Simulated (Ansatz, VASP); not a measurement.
# One calculation of PbO, two programs

File INCAR:

```
PREC = Accurate
ENCUT = 520
EDIFF = 1E-6
ISMEAR = -1
SIGMA = 0.02
LREAL = False
LASPH = True
NELM = 60
ALGO = Normal
ISIF = 2
LWAVE = False
LCHARG = False
GGA = PE
NBANDS = 17
```

KPOINTS

```
Automatic mesh
0
Gamma
  8 8 8
```

POSCAR

```
PbO
1.0
   -0.0231111218      2.5834063750      2.5834063750
    2.5834063750     -0.0231111218      2.5834063750
    2.5834063750      2.5834063750     -0.0231111218
Pb O
1 1
Direct
    0.0000000000      0.0000000000      0.0000000000
    0.5000000000      0.5000000000      0.5000000000
```

Input for Ansatz:

```yaml
crystal:
  lattice:
    - [-0.0231111218, 2.583406375, 2.583406375]
    - [2.583406375, -0.0231111218, 2.583406375]
    - [2.583406375, 2.583406375, -0.0231111218]
  atoms:
    - { symbol: Pb, position: [0.0, 0.0, 0.0] }
    - { symbol: O, position: [0.5, 0.5, 0.5] }
kpoints:
  mp_grid: { grid: [8, 8, 8] }
  band_path:
    path:
      - [0.0, 0.0, 0.0]
      - [0.5, 0.0, 0.5]
      - [0.625, 0.25, 0.625]
      - [0.375, 0.375, 0.75]
      - [0.5, 0.5, 0.5]
      - [0.5, 0.25, 0.75]
      - [0.5, 0.45, 0.55]
    npoints: 1
hamiltonian:
  xc: pbe
scf:
  occupations: { method: fermi_dirac, width: 0.02 }
  n_extra_bands: 4
output:
  forces: true
  stress: true
  eigenvalues: true
```

Change from the starting cell: shear_111 strain -1.3%.

Alike in both runs: task single point; functional PBE; k mesh 8 × 8 × 8; occupations fermi-dirac, width 0.02 eV; no spin polarisation.

|  | VASP | Ansatz |
| --- | --- | --- |
| version | VASP 6.6.1 | Ansatz 0.2.0 |
| potentials or method | VASP PAW PBE potentials, release 64 (Pb_d, O) | plane waves, PAW |
| plane-wave cutoff (eV) | 520 | 420 |
| valence electrons in the cell | 20 | 20 |

Ansatz gave:

* pressure (GPa): 4.1
* traceless stress, the component that is largest in VASP (GPa): 0.25

What did VASP give for the same quantities?

Pressure (GPa): 4.0; traceless stress, the component that is largest in VASP (GPa): 0.25.

Spin-orbit coupling is off throughout.
